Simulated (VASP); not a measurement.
A run of VASP 6.6.1 is set up as follows.

Contents of POSCAR:

```
Si
1.0
    0.0000000000      2.7155000000      2.7155000000
    2.7155000000      0.0000000000      2.7155000000
    2.7155000000      2.7155000000      0.0000000000
Si
2
Direct
    0.0000000000      0.0000000000      0.0000000000
    0.2500000000      0.2500000000      0.2500000000
```

INCAR.step1

```
SYSTEM = Si
PREC     = Accurate       ! precision mode
ENCUT    = 400            ! plane-wave cutoff, eV
ISMEAR   = 0              ! smearing method
SIGMA    = 0.01           ! smearing width, eV
LREAL    = .False.        ! projectors in reciprocal space
LASPH    = .True.         ! aspherical terms in the spheres
NELM     = 120            ! most SCF steps
ALGO     = Normal         ! electronic algorithm
ISIF     = 2              ! what is computed and relaxed
LWAVE    = .True.         ! write WAVECAR
LCHARG   = .False.        ! write CHGCAR
GGA      = PE             ! functional
EDIFF    = 1E-5           ! SCF threshold, eV
NBANDS   = 11             ! bands
GGA_COMPAT= .False.      
KPAR     = 4
```

INCAR.step2

```
SYSTEM = Si
PREC     = Accurate       ! precision mode
ENCUT    = 400            ! plane-wave cutoff, eV
EDIFF    = 1E-8           ! SCF threshold, eV
ISMEAR   = 0              ! smearing method
SIGMA    = 0.01           ! smearing width, eV
LREAL    = .False.        ! projectors in reciprocal space
LASPH    = .True.         ! aspherical terms in the spheres
NELM     = 120            ! most SCF steps
ALGO     = Normal         ! electronic algorithm
ISIF     = 2              ! what is computed and relaxed
LWAVE    = .False.        ! write WAVECAR
LCHARG   = .False.        ! write CHGCAR
GGA      = PE             ! functional
LHFCALC  = .True.         ! exact exchange
HFSCREEN = 0.2079         ! screening, 1/A
PRECFOCK = Normal       
LEFG     = .True.       
ISTART   = 1            
NBANDS   = 11             ! bands
GGA_COMPAT= .False.      
KPAR     = 4
```

The input KPOINTS:

```
Automatic mesh
0
Gamma
  12 12 12
  0 0 0
```

Potentials or basis: VASP PAW PBE potentials, release 64 (Si).

Run with:

```bash
$ cat potpaw_PBE.64/Si/POTCAR > POTCAR
$ cp INCAR.step1 INCAR
$ mpirun -np 4 vasp_std > vasp.out
$ cp INCAR.step2 INCAR
$ mpirun -np 4 vasp_std > vasp.out
```

Problem. Estimate the pressure.

Solution. 0.1 GPa.

Problem. What does it give for the band gap on the k mesh?

Solution. 1.14 eV (least direct gap 3.32 eV).

Caveat: the PAW data sets were made with another functional, which shifts forces and pressure a little. A k mesh can miss the band edges.
